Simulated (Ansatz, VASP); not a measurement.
## Cu: VASP beside Ansatz

INCAR

```
SYSTEM = Cu
ALGO = Fast ; EDIFF = 1E-6
ENCUT = 520 ; GGA = PE
ISIF = 2 ; ISMEAR = 0
LASPH = .TRUE. ; LCHARG = .FALSE.
LREAL = .FALSE. ; LWAVE = .FALSE.
NBANDS = 12 ; NELM = 100
PREC = Accurate ; SIGMA = 0.15
```

The input KPOINTS:

```
k-points
0
G
  24 24 24
  0 0 0
```

POSCAR

```
Cu
1.0
    0.0000000000      1.9757646143      1.6930326980
    1.9757646143      0.0000000000      1.6930326980
    1.9757646143      1.9757646143      0.0000000000
Cu
1
Direct
    0.0000000000      0.0000000000      0.0000000000
```

Input for Ansatz:

```yaml
crystal:
  lattice:
    - [0.0, 1.9757646143, 1.693032698]
    - [1.9757646143, 0.0, 1.693032698]
    - [1.9757646143, 1.9757646143, 0.0]
  atoms:
    - { symbol: Cu, position: [0.0, 0.0, 0.0] }
basis:
  ecutwfc: 520.0
kpoints:
  mp_grid: { grid: [24, 24, 24] }
hamiltonian:
  xc: pbe
  pseudopotentials: { kind: paw, azcp: { folder: soft_1 } }
scf:
  occupations: { method: gaussian, width: 0.15 }
output:
  forces: true
  stress: true
  eigenvalues: true
```

Alike in both runs: task single point; functional PBE; k mesh 24 × 24 × 24; occupations gaussian, width 0.15 eV; no spin polarisation.

|  | VASP | Ansatz |
| --- | --- | --- |
| version | VASP 6.6.1 | Ansatz 0.2.0 |
| potentials or method | VASP PAW PBE potentials, release 64 (Cu), cutoff 520 eV | scalar-relativistic, plane waves, PAW |
| valence electrons in the cell | 11 | 19 |

VASP gave:

```
gap on the k mesh at the Fermi level (eV)                     : none
pressure (GPa)                                                : -9.7
traceless stress, the component that is largest in VASP (GPa) : 1.73
```

Task: What did Ansatz give for the same quantities?

Result: gap on the k mesh at the Fermi level (eV): none; pressure (GPa): -10.7; traceless stress, the component that is largest in VASP (GPa): 1.76.

A gap of «none» marks a metal or a gap that the smearing closes. VASP's potentials hold 11 valence electrons a cell and Ansatz's 19, so a difference there can come from the potentials and not from the codes.
